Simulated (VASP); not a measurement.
# Li (Fm-3m) in VASP: a series of runs

The runs below take Li through single point, with PBE.

Everything below comes from runs of VASP 6.6.1. Logs are shortened: lines on timing, memory, paths and dates and some standing lists are left out, and cuts for length are marked.

## (1) The cell of the first run

Symmetry: Fm-3m, No. 225, cubic system. The conventional cell has a = 4.295 Å, b = 4.295 Å, c = 4.295 Å, α = 90.00°, β = 90.00°, γ = 90.00°. Li (site symmetry m-3m) has 12 Li at 3.04 Å within 4.0 Å.

This isn't the form of Li at room conditions, which is bcc.

## (2) Single point, PBE

The input, INCAR:

```
PREC = Accurate ; ENCUT = 520
EDIFF = 1E-6 ; ISMEAR = -1
SIGMA = 0.06122561905347299 ; LREAL = False
LASPH = True ; NELM = 60
ALGO = Normal ; ISIF = 2
LWAVE = False ; LCHARG = False
GGA = PE ; NBANDS = 8
```

The input, KPOINTS:

```
regular mesh
0
Gamma
  43 43 43
```

The input, POSCAR:

```
Li
1.0
    0.0000000000      2.1475404577      2.1475404577
    2.1475404577      0.0000000000      2.1475404577
    2.1475404577      2.1475404577      0.0000000000
Li
1
Direct
    0.0000000000      0.0000000000      0.0000000000
```

Potentials or basis: VASP PAW PBE potentials, release 64 (Li_sv).

The run is started by

```console
$ cat potpaw_PBE.64/Li_sv/POTCAR > POTCAR
$ mpirun -np 1 vasp_std > vasp.out
```

OUTCAR:

```text
PREC = Accurate
   ENCUT = 520
   EDIFF = 1E-6
   ISMEAR = -1
   LREAL = False
   LASPH = True
   NELM = 60
   ISIF = 2
   GGA = PE

 ion  position               nearest neighbor table
   1  0.000  0.000  0.000-

  LATTYP: Found a face centered cubic cell.
 ALAT       =     4.2950809154

  Lattice vectors:

 A1 = (   0.0000000000,   2.1475404577,   2.1475404577)
 A2 = (   2.1475404577,   0.0000000000,   2.1475404577)
 A3 = (   2.1475404577,   2.1475404577,   0.0000000000)

Analysis of symmetry for initial positions (statically):
=====================================================================
 Subroutine PRICEL returns:
 Original cell was already a primitive cell.

 Routine SETGRP: Setting up the symmetry group for a
 face centered cubic supercell.

 Subroutine GETGRP returns: Found 48 space group operations
 (whereof 48 operations were pure point group operations)
 out of a pool of 48 trial point group operations.

The static configuration has the point symmetry O_h .

Analysis of symmetry for dynamics (positions and initial velocities):
=====================================================================
 Subroutine PRICEL returns:
 Original cell was already a primitive cell.

 Routine SETGRP: Setting up the symmetry group for a
 face centered cubic supercell.

 Subroutine GETGRP returns: Found 48 space group operations
 (whereof 48 operations were pure point group operations)
 out of a pool of 48 trial point group operations.

The dynamic configuration has the point symmetry O_h .

 Subroutine INISYM returns: Found 48 space group operations
 (whereof 48 operations are pure point group operations),
 and found     1 'primitive' translations

----------------------------------------------------------------------------------------

                                     Primitive cell

  volume of cell :      19.8086

  direct lattice vectors                    reciprocal lattice vectors
     0.000000000  2.147540458  2.147540458    -0.232824484  0.232824484  0.232824484
     2.147540458  0.000000000  2.147540458     0.232824484 -0.232824484  0.232824484
     2.147540458  2.147540458  0.000000000     0.232824484  0.232824484 -0.232824484

  length of vectors
     3.037080841  3.037080841  3.037080841     0.403263836  0.403263836  0.403263836

  position of ions in fractional coordinates (direct lattice)
     0.000000000  0.000000000  0.000000000

  ion indices of the primitive-cell ions
   primitive index   ion index
                 1           1

----------------------------------------------------------------------------------------

 KPOINTS: regular mesh

Automatic generation of k-mesh.
 Grid dimensions read from file:
 generate k-points for:   43   43   43

 Generating k-lattice:

  Cartesian coordinates                     Fractional coordinates (reciprocal lattice)
    -0.005414523  0.005414523  0.005414523     0.023255814  0.000000000  0.000000000
     0.005414523 -0.005414523  0.005414523     0.000000000  0.023255814  0.000000000
     0.005414523  0.005414523 -0.005414523     0.000000000  0.000000000  0.023255814

  Length of vectors
     0.009378229  0.009378229  0.009378229

  Shift w.r.t. Gamma in fractional coordinates (k-lattice)
     0.000000000  0.000000000  0.000000000

 Subroutine IBZKPT returns following result:
 ===========================================

 Found   2024 irreducible k-points:

 Following reciprocal coordinates:
            Coordinates               Weight
  0.000000  0.000000  0.000000      1.000000
  0.023256  0.000000  0.000000      8.000000
  0.046512  0.000000  0.000000      8.000000
  0.069767  0.000000  0.000000      8.000000
  0.093023  0.000000  0.000000      8.000000
  0.116279  0.000000  0.000000      8.000000
[... 16 lines left out ...]
  0.023256  0.023256  0.000000      6.000000
  0.046512  0.023256  0.000000     24.000000
 [... further k-points ...]
   k-points           NKPTS =   2024   k-points in BZ     NKDIM =   2024   number of bands    NBANDS=      8
   number of dos      NEDOS =    301   number of ions     NIONS =      1
   total plane-waves  NPLWV =  13824
   dimension x,y,z NGX =    24 NGY =   24 NGZ =   24
   dimension x,y,z NGXF=    48 NGYF=   48 NGZF=   48
   ions per type =               1
   NGX,Y,Z   is equivalent  to a cutoff of  13.14, 13.14, 13.14 a.u.
   NGXF,Y,Z  is equivalent  to a cutoff of  26.27, 26.27, 26.27 a.u.
 SYSTEM =  unknown system
   PREC   = accura    normal or accurate (medium, high low for compatibility)
   ISTART =      0    job   : 0-new  1-cont  2-samecut
   ICHARG =      2    charge: 1-file 2-atom 10-const
   ISPIN  =      1    spin polarized calculation?
   LNONCOLLINEAR =      F non collinear calculations
   LSORBIT =      F    spin-orbit coupling
   LASPH  =      T    aspherical Exc in radial PAW
   ENCUT  =  520.0 eV  38.22 Ry    6.18 a.u.   5.65  5.65  5.65*2*pi/ulx,y,z
   NELM   =     60;   NELMIN=  2; NELMDL= -5     # of ELM steps
   EDIFF  = 0.1E-05   stopping-criterion for ELM
   LREAL  =      F    real-space projection
   EDIFFG = 0.1E-04   stopping-criterion for IOM
   NSW    =      0    number of steps for IOM
   IBRION =     -1    ionic relax: 0-MD 1-quasi-New 2-CG
   NFREE  =      0    steps in history (QN), initial steepest desc. (CG)
   ISIF   =      2    stress and relaxation
   ISYM   =      2    0-nonsym 1-usesym 2-fastsym
   POTIM  = 0.5000    time-step for ionic-motion
   TEBEG  =    0.0;   TEEND  =   0.0 temperature during run
   PSTRESS=    0.0 pullay stress
   NELECT =       3.0000    total number of electrons
   NUPDOWN=      -1.0000    fix difference up-down
   EMIN   =  10.00;   EMAX   =-10.00  energy-range for DOS
   EFERMI =   0.00;   METHOD = LEGACY
   ISMEAR =    -1;   SIGMA  =   0.06  broadening in eV -4-tet -1-fermi 0-gaus
   EFERMI_NEDOS =   21; number of points for ismear=-14 and -15
   IALGO  =     38    algorithm
   IMIX   =      4    mixing-type and parameters
     AMIX     =   0.40;   BMIX     =  1.00
     AMIX_MAG =   1.60;   BMIX_MAG =  1.00
  volume/ion in A,a.u.               =      19.81       133.68
  Fermi-wavevector in a.u.,A,eV,Ry     =   0.872631  1.649033 10.360627  0.761485
  Thomas-Fermi vector in A             =   1.991908
   LORBIT       =      0    0 simple, 1 ext, 2 COOP (PROOUT), +10 PAW based schemes
   GGA     = PE    functional components
   LHFCALC =     F    Hartree Fock is set to
   AEXX    =    0.0000 exact exchange contribution
   IVDW    =     0    specifies the selected vdW correction
   LEPSILON=     F    determine dielectric tensor
   LRPA    =     F    only Hartree local field effects (RPA)
 non-spin polarized calculation
  energy-cutoff  :      520.00
  volume of cell :       19.81
 maximum number of plane-waves:       548
   NGX = 11   NGY = 11   NGZ = 11

 number of electron       2.9999994 magnetization

 Free energy of the ion-electron system (eV)
  ---------------------------------------------------
  ext. energy  EPLUGINS =         0.00000000
  ---------------------------------------------------
  free energy    TOTEN  =        -1.90885454 eV

  energy without entropy =       -1.90268676  energy(sigma->0) =       -1.90577065

 E-fermi :   0.6849     XC(G=0):  -7.1004

 val. band max:        0.6835659688   @ k =   0.4651   0.3488   0.0698
 cond. band min:       0.6862157198   @ k =  -0.3023   0.2326   0.0698
 fundamental gap:      0.0026497510
 Fermi energy:         0.6848670839

 k-point     1 :       0.0000    0.0000    0.0000
  band No.  band energies     occupation
      1     -45.7993      2.00000
      2      -2.9002      2.00000
      3      15.2766      0.00000
      4      15.2767      0.00000
      5      15.2767      0.00000
      6      19.1955      0.00000
      7      19.1955      0.00000
      8      19.1955      0.00000

 k-point     2 :       0.0233    0.0000    0.0000
  band No.  band energies     occupation
      1     -45.7993      2.00000
      2      -2.8905      2.00000
      3      15.1587      0.00000
      4      15.2518      0.00000
      5      15.2519      0.00000
      6      18.9535      0.00000
      7      19.2384      0.00000
      8      19.2384      0.00000

 k-point     3 :       0.0465    0.0000    0.0000
  band No.  band energies     occupation
      1     -45.7989      2.00000
      2      -2.8612      2.00000
      3      14.8200      0.00000
      4      15.1811      0.00000
      5      15.1811      0.00000
      6      18.6488      0.00000
      7      19.3624      0.00000
      8      19.3624      0.00000

 k-point     4 :       0.0698    0.0000    0.0000
  band No.  band energies     occupation
      1     -45.7984      2.00000
      2      -2.8125      2.00000
      3      14.3054      0.00000
      4      15.0737      0.00000
      5      15.0738      0.00000
      6      18.4637      0.00000
      7      19.5538      0.00000
      8      19.5538      0.00000

 k-point     5 :       0.0930    0.0000    0.0000
  band No.  band energies     occupation
      1     -45.7977      2.00000
      2      -2.7442      2.00000
      3      13.6740      0.00000
      4      14.9414      0.00000
      5      14.9415      0.00000
      6      18.3888      0.00000
      7      19.7921      0.00000
      8      19.7921      0.00000
[... 177 lines left out ...]
 k-point    22 :       0.4884    0.0000    0.0000
  band No.  band energies     occupation
      1     -45.7797      2.00000
      2       0.6482      1.29061
      3       3.7127      0.00000
      4      13.5260      0.00000
      5      13.5261      0.00000
      6      17.5173      0.00000
      7      17.5173      0.00000
      8      18.1229      0.00000

 k-point    23 :       0.0233    0.0233    0.0000
  band No.  band energies     occupation
      1     -45.7992      2.00000
      2      -2.8872      2.00000
      3      15.1676      0.00000
      4      15.1677      0.00000
      5      15.2765      0.00000
      6      18.7725      0.00000
      7      19.3299      0.00000
      8      19.3299      0.00000

 k-point    24 :       0.0465    0.0233    0.0000
  band No.  band energies     occupation
      1     -45.7990      2.00000
      2      -2.8645      2.00000
      3      14.9277      0.00000
      4      15.0448      0.00000
      5      15.2757      0.00000
      6      18.4807      0.00000
      7      19.4311      0.00000
      8      19.4955      0.00000

 [... further k-points ...]
[... 5 lines left out ...]
  --------------------------------------------------------------------------------------
  -------------------------------------------------------------------------------------
  Total        0.0279168      0.0279168      0.0279168     -0.0000000      0.0000000     -0.0000000
  in kB        2.2579946      2.2579946      2.2579946     -0.0000000      0.0000000     -0.0000000
  external PRESSURE =       2.2579946 kB  Pullay stress =       0.0000000 kB

 VOLUME and BASIS-vectors are now :
 -----------------------------------------------------------------------------
  energy-cutoff  :      520.00
  volume of cell :       19.81
      direct lattice vectors                 reciprocal lattice vectors
     0.000000000  2.147540458  2.147540458    -0.232824484  0.232824484  0.232824484
     2.147540458  0.000000000  2.147540458     0.232824484 -0.232824484  0.232824484
     2.147540458  2.147540458  0.000000000     0.232824484  0.232824484 -0.232824484

 POSITION                                       TOTAL-FORCE (eV/Angst)
 -----------------------------------------------------------------------------------
      0.00000      0.00000      0.00000         0.000000      0.000000     -0.000000
 -----------------------------------------------------------------------------------
    total drift:                               -0.000000      0.000000     -0.000000

  FREE ENERGIE OF THE ION-ELECTRON SYSTEM (eV)
  ---------------------------------------------------
  free  energy   TOTEN  =        -1.9088545351 eV

  energy  without entropy=       -1.9026867613  energy(sigma->0) =       -1.90577065
```

It took 1.8 min on 1 thread of Intel Xeon Platinum 8259CL at 2.50GHz (Skylake/Cascade Lake), shared host; peak memory 0.34 GiB.

What came out:

| Item | Value |
| --- | --- |
| Free energy | -1.9089 eV |
| Band gap on the k mesh | zero (an odd number of electrons rules out a gap without spin polarisation) |

Levels at points of the mesh, in eV from the Fermi level:
| k point | band 1 | band 2 | band 3 | band 4 | band 5 | band 6 | band 7 |
| --- | --- | --- | --- | --- | --- | --- | --- |
| (0.00, 0.00, 0.00) | -46.48 | -3.59 | 14.59 | 14.59 | 14.59 | 18.51 | 18.51 |

Caveat: the cutoff is under 1.25 times the usual one of these potentials, so pressure, stress and relaxed cells hold a basis-set (Pulay) error.

## (3) Single point, PBE

This run uses another cell than the first one, of 20.21 Å³/atom.

The input, INCAR:

```
SYSTEM = Li
  ALGO = Normal
  EDIFF = 1E-6
  ENCUT = 520
  GGA = PE
  ISIF = 2
  ISMEAR = -1
  LASPH = .True.
  LCHARG = .False.
  LREAL = .False.
  LWAVE = .False.
  NBANDS = 8
  NELM = 80
  PREC = Accurate
  SIGMA = 0.06122561905347299
```

The input, KPOINTS:

```
k-points
0
Gamma
  43 43 43
  0 0 0
```

The input, POSCAR:

```
Li
1.0
    0.0000000000      2.1620513063      2.1620513063
    2.1620513063      0.0000000000      2.1620513063
    2.1620513063      2.1620513063      0.0000000000
Li
1
Direct
    0.0000000000      0.0000000000      0.0000000000
```

Potentials or basis: VASP PAW PBE potentials, release 64 (Li_sv).

The run is started by

```console
$ cat potpaw_PBE.64/Li_sv/POTCAR > POTCAR
$ mpirun -np 1 vasp_std > vasp.out
```

OUTCAR:

```text
SYSTEM = Li
   EDIFF = 1E-6
   ENCUT = 520
   GGA = PE
   ISIF = 2
   ISMEAR = -1
   LASPH = .True.
   LREAL = .False.
   NELM = 80
   PREC = Accurate

 ion  position               nearest neighbor table
   1  0.000  0.000  0.000-

  LATTYP: Found a face centered cubic cell.
 ALAT       =     4.3241026126

  Lattice vectors:

 A1 = (   0.0000000000,   2.1620513063,   2.1620513063)
 A2 = (   2.1620513063,   0.0000000000,   2.1620513063)
 A3 = (   2.1620513063,   2.1620513063,   0.0000000000)

Analysis of symmetry for initial positions (statically):
=====================================================================
 Subroutine PRICEL returns:
 Original cell was already a primitive cell.

 Routine SETGRP: Setting up the symmetry group for a
 face centered cubic supercell.

 Subroutine GETGRP returns: Found 48 space group operations
 (whereof 48 operations were pure point group operations)
 out of a pool of 48 trial point group operations.

The static configuration has the point symmetry O_h .

Analysis of symmetry for dynamics (positions and initial velocities):
=====================================================================
[... 152 lines left out ...]

  energy without entropy =       -1.90314929  energy(sigma->0) =       -1.90624903

 E-fermi :   0.6282     XC(G=0):  -7.0510

 val. band max:        0.6279846788   @ k =  -0.3023   0.2326   0.0698
 cond. band min:       0.6307348011   @ k =  -0.4884   0.1163   0.0465
 fundamental gap:      0.0027501224
 Fermi energy:         0.6281577530

 k-point     1 :       0.0000    0.0000    0.0000
  band No.  band energies     occupation
      1     -45.8905      2.00000
      2      -2.9312      2.00000
      3      15.0122      0.00000
      4      15.0123      0.00000
      5      15.0123      0.00000
      6      18.9005      0.00000
      7      18.9005      0.00000
      8      18.9005      0.00000
[... 243 lines left out ...]
 k-point    24 :       0.0465    0.0233    0.0000
  band No.  band energies     occupation
      1     -45.8901      2.00000
      2      -2.8957      2.00000
      3      14.6699      0.00000
      4      14.7850      0.00000
      5      15.0110      0.00000
      6      18.1961      0.00000
      7      19.1317      0.00000
      8      19.1949      0.00000

 [... further k-points ...]
[... 5 lines left out ...]
  --------------------------------------------------------------------------------------
  -------------------------------------------------------------------------------------
  Total       -0.0075549     -0.0075549     -0.0075549      0.0000000     -0.0000000     -0.0000000
  in kB       -0.5988387     -0.5988387     -0.5988387      0.0000000     -0.0000000     -0.0000000
  external PRESSURE =      -0.5988387 kB  Pullay stress =       0.0000000 kB

 VOLUME and BASIS-vectors are now :
 -----------------------------------------------------------------------------
  energy-cutoff  :      520.00
  volume of cell :       20.21
      direct lattice vectors                 reciprocal lattice vectors
     0.000000000  2.162051306  2.162051306    -0.231261857  0.231261857  0.231261857
     2.162051306  0.000000000  2.162051306     0.231261857 -0.231261857  0.231261857
     2.162051306  2.162051306  0.000000000     0.231261857  0.231261857 -0.231261857

 POSITION                                       TOTAL-FORCE (eV/Angst)
 -----------------------------------------------------------------------------------
      0.00000      0.00000      0.00000         0.000000      0.000000      0.000000
 -----------------------------------------------------------------------------------
    total drift:                               -0.000000      0.000000     -0.000000

  FREE ENERGIE OF THE ION-ELECTRON SYSTEM (eV)
  ---------------------------------------------------
  free  energy   TOTEN  =        -1.9093487785 eV

  energy  without entropy=       -1.9031492865  energy(sigma->0) =       -1.90624903
```

OSZICAR:

```text
N       E                     dE             d eps       ncg     rms          rms(c)
DAV:   1    -0.106018937508E+00   -0.10602E+00   -0.71278E+02 32680   0.259E+02
DAV:   2    -0.188404910270E+01   -0.17780E+01   -0.17269E+01 47000   0.347E+01
DAV:   3    -0.191059783520E+01   -0.26549E-01   -0.26528E-01 37064   0.318E+00
DAV:   4    -0.191102697668E+01   -0.42914E-03   -0.42913E-03 51032   0.324E-01
DAV:   5    -0.191102830495E+01   -0.13283E-05   -0.13283E-05 38744   0.108E-02    0.217E-01
DAV:   6    -0.190988598994E+01    0.11423E-02   -0.30444E-04 52592   0.654E-02    0.124E-01
DAV:   7    -0.190935418700E+01    0.53180E-03   -0.72498E-04 49816   0.104E-01    0.289E-02
DAV:   8    -0.190935238725E+01    0.17997E-05   -0.65518E-06 37704   0.173E-02    0.130E-03
DAV:   9    -0.190934988784E+01    0.24994E-05   -0.30486E-07 29896   0.510E-03    0.435E-04
DAV:  10    -0.190934881007E+01    0.10778E-05   -0.40849E-08 19856   0.183E-03    0.124E-04
DAV:  11    -0.190934877847E+01    0.31601E-07   -0.68585E-09 18568   0.801E-04
   1 F= -.19093488E+01 E0= -.19062490E+01  d E =-.619949E-02
```

Run time: 1.8 min. Hardware: 1 thread of Intel Xeon Platinum 8259CL at 2.50GHz (Skylake/Cascade Lake), shared host; peak memory 0.34 GiB.

What came out:

```
Free energy            : -1.9093 eV
Band gap on the k mesh : zero (an odd number of electrons rules out a gap without spin polarisation)
```

Caveat: the cutoff is under 1.25 times the usual one of these potentials, so pressure, stress and relaxed cells hold a basis-set (Pulay) error.

## (4) Single point, PBE

This run uses another cell than the first one, of 20.62 Å³/atom.

The input, INCAR:

```
ALGO = Normal
EDIFF = 1E-6
ENCUT = 520
GGA = PE
ISIF = 2
ISMEAR = -1
LASPH = T
LCHARG = F
LREAL = F
LWAVE = F
NBANDS = 8
NELM = 80
PREC = Accurate
SIGMA = 0.06122561905347299
```

The input, KPOINTS:

```
k-points
0
Gamma
  43 43 43
```

The input, POSCAR:

```
Li
1.0
    0.0000000000      2.1763699442      2.1763699442
    2.1763699442      0.0000000000      2.1763699442
    2.1763699442      2.1763699442      0.0000000000
Li
1
Direct
    0.0000000000      0.0000000000      0.0000000000
```

The run is started by

```console
$ cat potpaw_PBE.64/Li_sv/POTCAR > POTCAR
$ mpirun -np 1 vasp_std > vasp.out
```

It took 5.7 min on 1 thread of Oxide Virtual Turin-like, shared host; peak memory 0.31 GiB.

The run converged. Its results:

| Property | Result |
| --- | --- |
| Free energy | -1.9091 eV |
| Band gap on the k mesh | zero (an odd number of electrons rules out a gap without spin polarisation) |

Levels at points of the mesh, in eV from the Fermi level:
```tsv
k point	band 1	band 2	band 3	band 4	band 5
(0.00, 0.00, 0.00)	-46.55	-3.53	14.18	14.18	14.18
```

Caveat: the cutoff is under 1.25 times the usual one of these potentials, so pressure, stress and relaxed cells hold a basis-set (Pulay) error.

## (5) Summary

| cell | gap on the mesh (eV) |
| --- | --- |
| a = 3.037 Å, angles 60.0°, 1 atom | none |
| a = 3.058 Å, angles 60.0°, 1 atom | none |
| a = 3.078 Å, angles 60.0°, 1 atom | none |

Alike in all rows: task single point; level PBE; potentials or basis VASP PAW PBE potentials, release 64 (Li_sv); no spin polarisation; k mesh 43 × 43 × 43; cutoff (eV) 520; smearing fermi-dirac 0.0612256 eV.

Caveats: the cutoff is under 1.25 times the usual one of these potentials, so pressure, stress and relaxed cells hold a basis-set (Pulay) error.

Absolute energies hang on the potentials; compare differences alone.
